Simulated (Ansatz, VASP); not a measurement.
# La2C: VASP beside Ansatz

The input INCAR:

```
PREC = Accurate
ENCUT = 520
EDIFF = 1E-6
ISMEAR = -1
SIGMA = 0.05
LREAL = False
LASPH = True
NELM = 80
ALGO = Normal
ISIF = 2
LWAVE = False
LCHARG = True
GGA = PS
LELF = True
LVHAR = True
NBANDS = 20
```

Contents of KPOINTS:

```
regular mesh
0
Gamma
  11 11 11
```

File POSCAR:

```
La2C
1.0
    1.6143927788     -0.9320701054      5.2952693725
    0.0000000000      1.8641402108      5.2952693725
   -1.6143927788     -0.9320701054      5.2952693725
C La
1 2
Direct
    0.0000000000      0.0000000000      0.0000000000
    0.2423174200      0.2423174200      0.2423174200
    0.7576825800      0.7576825800      0.7576825800
```

Input for Ansatz:

```yaml
crystal:
  lattice:
    - [1.6143927788, -0.9320701054, 5.2952693725]
    - [0.0, 1.8641402108, 5.2952693725]
    - [-1.6143927788, -0.9320701054, 5.2952693725]
  atoms:
    - { symbol: C, position: [0.0, 0.0, 0.0] }
    - { symbol: La, position: [0.24231742, 0.24231742, 0.24231742] }
    - { symbol: La, position: [0.75768258, 0.75768258, 0.75768258] }
kpoints:
  mp_grid: { grid: [11, 11, 11] }
  band_path:
    path:
      - [0.0, 0.0, 0.0]
      - [0.5, 0.5, 0.5]
      - [0.8126781153, 0.1873218847, 0.5]
      - [0.5, -0.1873218847, 0.1873218847]
      - [0.5, 0.0, 0.0]
      - [0.0, 0.0, 0.0]
      - [0.3436609423, -0.3436609423, 0.0]
      - [0.6563390577, 0.0, 0.3436609423]
      - [0.5, 0.0, 0.5]
    npoints: 8
scf:
  occupations: { method: fermi_dirac, width: 0.05 }
hamiltonian:
  xc: pbesol
  pseudopotentials: { kind: all_electron, lapw: { basis_error: 0.0005 } }
output:
  forces: true
  stress: true
  eigenvalues: true
  populations: true
```

Change from the starting cell: volume scaled by 0.6, LAPW.

Alike in both runs: task single point; functional PBEsol; k mesh 11 × 11 × 11; occupations fermi-dirac, width 0.05 eV; no spin polarisation.

|  | VASP | Ansatz |
| --- | --- | --- |
| version | VASP 6.6.1 | Ansatz 0.2.0 |
| potentials or method | VASP PAW PBE potentials, release 64 (C, La), cutoff 520 eV | all-electron LAPW, scalar-relativistic |

|  | VASP | Ansatz | Ansatz less VASP |
| --- | --- | --- | --- |
| pressure (GPa) | 39.9 | 39.8 | -0.07 |
| traceless stress, the component that is largest in VASP (GPa) | -0.28 | -0.11 | +0.176 |
| rms of the force components (eV/Å) | 0.012 | 0.002 | -0.0106 |

VASP's potentials were made for PBE, not for PBEsol. Atom by atom the forces differ by 0.014 eV/Å (rms over components). Both programs put the cell under a high pressure, so it lies far from rest at this level. Ansatz ran all-electron here, and VASP with PAW potentials.

Spin-orbit coupling is off throughout.
